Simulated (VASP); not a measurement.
# InSb (rocksalt type) (Fm-3m) in VASP: further runs, part 3 of 3

VASP 6.6.1. The steps go on from the part before.

## (4) Relaxation of cell and atoms, PBE, target pressure 73 GPa, at which the enthalpy is minimised

Contents of INCAR:

```
PREC = Accurate
ENCUT = 600
EDIFF = 1E-7
ISMEAR = -1
SIGMA = 0.1
LREAL = False
LASPH = True
NELM = 100
ALGO = Normal
ISIF = 3
LWAVE = False
LCHARG = False
GGA = PE
IBRION = 2
NSW = 32
EDIFFG = -0.005
PSTRESS = 730.0
```

Contents of KPOINTS:

```
Automatic mesh
0
Gamma
  13 13 13
```

Contents of POSCAR:

```
InSb
1.0
    0.0000000000      2.6222445087      2.6222445087
    2.6222445087      0.0000000000      2.6222445087
    2.6222445087      2.6222445087      0.0000000000
In Sb
1 1
Direct
    0.0000000000      0.0000000000      0.0000000000
    0.5000000000      0.5000000000      0.5000000000
```

Potentials or basis: VASP PAW PBE potentials, release 64 (In_d, Sb).

Command:

```
cat potpaw_PBE.64/In_d/POTCAR potpaw_PBE.64/Sb/POTCAR > POTCAR
mpirun -np 1 vasp_std > vasp.out
```

OUTCAR:

```text
PREC = Accurate
   ENCUT = 600
   EDIFF = 1E-7
   ISMEAR = -1
   LREAL = False
   LASPH = True
   NELM = 100
   ISIF = 3
   GGA = PE
   IBRION = 2
   NSW = 32
   EDIFFG = -0.005
   PSTRESS = 730.0

 ion  position               nearest neighbor table
   1  0.000  0.000  0.000-   2 2.62   2 2.62   2 2.62   2 2.62   2 2.62   2 2.62
   2  0.500  0.500  0.500-   1 2.62   1 2.62   1 2.62   1 2.62   1 2.62   1 2.62

  LATTYP: Found a face centered cubic cell.
 ALAT       =     5.2444890174

  Lattice vectors:

 A1 = (   0.0000000000,   2.6222445087,   2.6222445087)
 A2 = (   2.6222445087,   0.0000000000,   2.6222445087)
 A3 = (   2.6222445087,   2.6222445087,   0.0000000000)

Analysis of symmetry for initial positions (statically):
=====================================================================
 Subroutine PRICEL returns:
 Original cell was already a primitive cell.

 Routine SETGRP: Setting up the symmetry group for a
 face centered cubic supercell.

 Subroutine GETGRP returns: Found 48 space group operations
 (whereof 48 operations were pure point group operations)
 out of a pool of 48 trial point group operations.

The static configuration has the point symmetry O_h .

Analysis of symmetry for dynamics (positions and initial velocities):
=====================================================================
 Subroutine PRICEL returns:
 Original cell was already a primitive cell.

 Routine SETGRP: Setting up the symmetry group for a
 face centered cubic supercell.

 Subroutine GETGRP returns: Found 48 space group operations
 (whereof 48 operations were pure point group operations)
 out of a pool of 48 trial point group operations.

The dynamic configuration has the point symmetry O_h .

 Subroutine INISYM returns: Found 48 space group operations
 (whereof 48 operations are pure point group operations),
 and found     1 'primitive' translations

----------------------------------------------------------------------------------------

                                     Primitive cell

  volume of cell :      36.0620

  direct lattice vectors                    reciprocal lattice vectors
     0.000000000  2.622244509  2.622244509    -0.190676346  0.190676346  0.190676346
     2.622244509  0.000000000  2.622244509     0.190676346 -0.190676346  0.190676346
     2.622244509  2.622244509  0.000000000     0.190676346  0.190676346 -0.190676346

  length of vectors
     3.708413748  3.708413748  3.708413748     0.330261118  0.330261118  0.330261118

  position of ions in fractional coordinates (direct lattice)
     0.000000000  0.000000000  0.000000000
     0.500000000  0.500000000  0.500000000

  ion indices of the primitive-cell ions
   primitive index   ion index
                 1           1
                 2           2

----------------------------------------------------------------------------------------

 KPOINTS: Automatic mesh

Automatic generation of k-mesh.
[... 46 lines left out ...]
  0.461538  0.153846  0.000000     24.000000
 [... further k-points ...]
   k-points           NKPTS =     84   k-points in BZ     NKDIM =     84   number of bands    NBANDS=     13
   number of dos      NEDOS =    301   number of ions     NIONS =      2
   total plane-waves  NPLWV =  27000
   dimension x,y,z NGX =    30 NGY =   30 NGZ =   30
   dimension x,y,z NGXF=    60 NGYF=   60 NGZF=   60
   ions per type =               1   1
   NGX,Y,Z   is equivalent  to a cutoff of  13.45, 13.45, 13.45 a.u.
   NGXF,Y,Z  is equivalent  to a cutoff of  26.90, 26.90, 26.90 a.u.
 SYSTEM =  unknown system
   PREC   = accura    normal or accurate (medium, high low for compatibility)
   ISTART =      0    job   : 0-new  1-cont  2-samecut
   ICHARG =      2    charge: 1-file 2-atom 10-const
   ISPIN  =      1    spin polarized calculation?
   LNONCOLLINEAR =      F non collinear calculations
   LSORBIT =      F    spin-orbit coupling
   LASPH  =      T    aspherical Exc in radial PAW
   ENCUT  =  600.0 eV  44.10 Ry    6.64 a.u.   7.41  7.41  7.41*2*pi/ulx,y,z
   NELM   =    100;   NELMIN=  2; NELMDL= -5     # of ELM steps
   EDIFF  = 0.1E-06   stopping-criterion for ELM
   LREAL  =      F    real-space projection
   EDIFFG = -.5E-02   stopping-criterion for IOM
   NSW    =     32    number of steps for IOM
   IBRION =      2    ionic relax: 0-MD 1-quasi-New 2-CG
   NFREE  =      1    steps in history (QN), initial steepest desc. (CG)
   ISIF   =      3    stress and relaxation
   ISYM   =      2    0-nonsym 1-usesym 2-fastsym
   POTIM  = 0.5000    time-step for ionic-motion
   TEBEG  =    0.0;   TEEND  =   0.0 temperature during run
   PSTRESS=  730.0 pullay stress
   NELECT =      18.0000    total number of electrons
   NUPDOWN=      -1.0000    fix difference up-down
   EMIN   =  10.00;   EMAX   =-10.00  energy-range for DOS
   EFERMI =   0.00;   METHOD = LEGACY
   ISMEAR =    -1;   SIGMA  =   0.10  broadening in eV -4-tet -1-fermi 0-gaus
   EFERMI_NEDOS =   21; number of points for ismear=-14 and -15
   IALGO  =     38    algorithm
   IMIX   =      4    mixing-type and parameters
     AMIX     =   0.40;   BMIX     =  1.00
     AMIX_MAG =   1.60;   BMIX_MAG =  1.00
  volume/ion in A,a.u.               =      18.03       121.68
  Fermi-wavevector in a.u.,A,eV,Ry     =   1.298621  2.454038 22.945096  1.686417
  Thomas-Fermi vector in A             =   2.429938
   LORBIT       =      0    0 simple, 1 ext, 2 COOP (PROOUT), +10 PAW based schemes
   GGA     = PE    functional components
   LHFCALC =     F    Hartree Fock is set to
   AEXX    =    0.0000 exact exchange contribution
   IVDW    =     0    specifies the selected vdW correction
   LEPSILON=     F    determine dielectric tensor
   LRPA    =     F    only Hartree local field effects (RPA)
 conjugate gradient relaxation of ions
 non-spin polarized calculation
  energy-cutoff  :      600.00
  volume of cell :       36.06
 maximum number of plane-waves:      1243
 NGX is ok and might be reduce to    30
   NGX = 15   NGY = 15   NGZ = 15

--------------------------------------- Ionic step        1  -------------------------------------------

 number of electron      18.0000002 magnetization

 Free energy of the ion-electron system (eV)
  ---------------------------------------------------
  ext. energy  EPLUGINS =         0.00000000
  ---------------------------------------------------
  free energy    TOTEN  =        -3.50567040 eV

  energy without entropy =       -3.47905545  energy(sigma->0) =       -3.49236292

------------------------ aborting loop because EDIFF is reached ----------------------------------------

  FORCE on cell =-STRESS in cart. coord.  units (eV):
  Direction    XX          YY          ZZ          XY          YZ          ZX
  --------------------------------------------------------------------------------------
  -------------------------------------------------------------------------------------
  Total       16.4943367     16.4943367     16.4943367      0.0000000      0.0000000     -0.0000000
  in kB      732.8175961    732.8175961    732.8175961      0.0000000      0.0000000     -0.0000000
  external PRESSURE =       2.8175961 kB  Pullay stress =     730.0000000 kB
[... 63 lines left out ...]
--------------------------------------- Ionic step        3  -------------------------------------------

 number of electron      18.0000002 magnetization

 Free energy of the ion-electron system (eV)
  ---------------------------------------------------
  ext. energy  EPLUGINS =         0.00000000
  ---------------------------------------------------
  free energy    TOTEN  =        -3.51909023 eV

  energy without entropy =       -3.49246522  energy(sigma->0) =       -3.50577773

 E-fermi :  13.7917     XC(G=0): -12.0012

 val. band max:       13.7472881047   @ k =   0.2308   0.1538   0.0769
 cond. band min:      13.8056653208   @ k =  -0.1538   0.2308   0.0769
 fundamental gap:      0.0583772161
 Fermi energy:        13.7916867102

 k-point     1 :       0.0000    0.0000    0.0000
  band No.  band energies     occupation
      1      -1.9847      2.00000
      2      -1.9847      2.00000
      3      -1.9376      2.00000
      4      -1.9376      2.00000
      5      -1.9376      2.00000
      6      -1.4444      2.00000
      7      13.4535      1.93429
      8      13.4535      1.93429
      9      13.4535      1.93429
     10      17.9432      0.00000
     11      19.7858      0.00000
     12      20.1930      0.00000
     13      20.1930      0.00000
[... 354 lines left out ...]
  band No.  band energies     occupation
      1      -2.3109      2.00000
      2      -2.1094      2.00000
      3      -1.9922      2.00000
      4      -1.8574      2.00000
      5      -1.7987      2.00000
      6       1.8526      2.00000
      7       5.5767      2.00000
      8      11.8661      2.00000
      9      12.2141      2.00000
     10      14.6960      0.00024
     11      18.8990      0.00000
     12      18.9283      0.00000
     13      20.9807      0.00000

 [... further k-points ...]
[... 5 lines left out ...]
  --------------------------------------------------------------------------------------
  -------------------------------------------------------------------------------------
  Total       16.4471179     16.4471179     16.4471179      0.0000000      0.0000000      0.0000000
  in kB      730.1244916    730.1244916    730.1244916      0.0000000      0.0000000      0.0000000
  external PRESSURE =       0.1244916 kB  Pullay stress =     730.0000000 kB
[... 21 lines left out ...]
  energy  without entropy=       -3.4924652216  energy(sigma->0) =       -3.50577773

  enthalpy is  TOTEN    =        12.9252232667 eV   P V=       16.4443134963

 reached required accuracy - stopping structural energy minimisation
```

It took 55 s on 1 thread of Intel Xeon 6975P-C (Granite Rapids), shared host; peak memory 0.22 GiB.

Results:

```
Free energy                                            : -3.5191 eV
Relaxed volume                                         : 18.05 Å³/atom
Relaxed cell                                           : a = 3.709 Å, b = 3.709 Å, c = 3.709 Å, α = 60.00°, β = 60.00°, γ = 60.00°
Space group after relaxing (to 0.05 Å)                 : Fm-3m (No. 225)
Energy change on relaxing (the enthalpy is what falls) : -6.7 meV/atom
Ionic steps                                            : 3
Pressure after relaxing                                : 73.0 GPa
Band gap on the k mesh                                 : zero (band 9 reaches 14.74 eV, above the bottom of band 10 at 10.98 eV)
```

Step by step:
```tsv
step	energy change (eV)	largest force (eV/Å)	pressure (GPa)	volume (Å³)
1	0.0000	0.0000	73.28	36.06
2	-0.0750	0.0000	71.78	36.23
3	-0.0134	0.0000	73.01	36.09
```

Final structure:
```
CELL_PARAMETERS angstrom
0.00000 2.62296 2.62296
2.62296 0.00000 2.62296
2.62296 2.62296 0.00000
ATOMIC_POSITIONS crystal
In 0.00000 0.00000 0.00000
Sb 0.50000 0.50000 0.50000
```

Caveat: the cell is relaxed towards a set pressure, so the enthalpy falls and the energy may rise; spin-orbit coupling is left out, which moves the levels of the heavy elements.

## (5) Overview

| task | cell | k mesh | cutoff (eV) | gap on the mesh (eV) | pressure (GPa) |
| --- | --- | --- | --- | --- | --- |
| single point | a = 3.708 Å, angles 60.0°, 2 atoms | 13 × 13 × 13 | 520 | none | 73.2 |
| single point | a = 4.349 Å, angles 60.0°, 2 atoms | 12 × 12 × 12 | 520 | none | 0.0 |
| relaxation of cell and atoms | relaxed to 73 GPa from a = 3.708 Å, angles 60.0°, 2 atoms | 13 × 13 × 13 | 600 | none | 73.0 |

Alike in all rows: level PBE; potentials or basis VASP PAW PBE potentials, release 64 (In_d, Sb); no spin polarisation; smearing fermi-dirac 0.1 eV.

Caveats: spin-orbit coupling is left out, which moves the levels of the heavy elements; the cell is relaxed towards a set pressure, so the enthalpy falls and the energy may rise (some runs).

Total energies depend on the potentials used, so only differences within one code and one set of settings carry meaning.
